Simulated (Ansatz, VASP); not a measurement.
# MoS2: VASP beside Ansatz

```
Mo S
1.0
     3.21703    0.00000    0.00000
    -1.60851    2.78603    0.00000
     0.00000    0.00000   22.53815
Mo S
3 6
Direct
  0.00000 0.00000 0.00022
  0.66667 0.33333 0.33356
  0.33333 0.66667 0.66689
  0.33333 0.66667 0.26469
  0.66667 0.33333 0.06909
  0.00000 0.00000 0.59802
  0.33333 0.66667 0.40242
  0.66667 0.33333 0.93136
  0.00000 0.00000 0.73575
```

Change from the starting cell: equal strain along all axes, cell held, atoms relaxed: +1.0 %.

Alike in both runs: functional PBE; k mesh 12 × 12 × 2; occupations gaussian, width 0.02 eV; no spin polarisation.

Ansatz relaxed the structure, and its values are those at the end. VASP's run is a single point on that final structure, the one shown.

|  | VASP | Ansatz |
| --- | --- | --- |
| version | VASP 6.6.1 | Ansatz 0.2.0 |
| potentials or method | VASP PAW PBE potentials, release 64 (Mo_sv, S), cutoff 520 eV | scalar-relativistic, plane waves, PAW |
| valence electrons in the cell | 78 | 78 |

VASP gave:

| Quantity | Value |
| --- | --- |
| gap on the k mesh at the Fermi level (eV) | 1.25 |
| least direct gap on the mesh (eV) | 1.57 |
| pressure (GPa) | -1.5 |
| rms of the force components (eV/Å) | 0.004 |

Question: Estimate Ansatz's values.

Answer: gap on the k mesh at the Fermi level (eV): 1.24; least direct gap on the mesh (eV): 1.57; pressure (GPa): -1.4; rms of the force components (eV/Å): 0.001.

Ansatz's warnings: stress scf threshold loose.
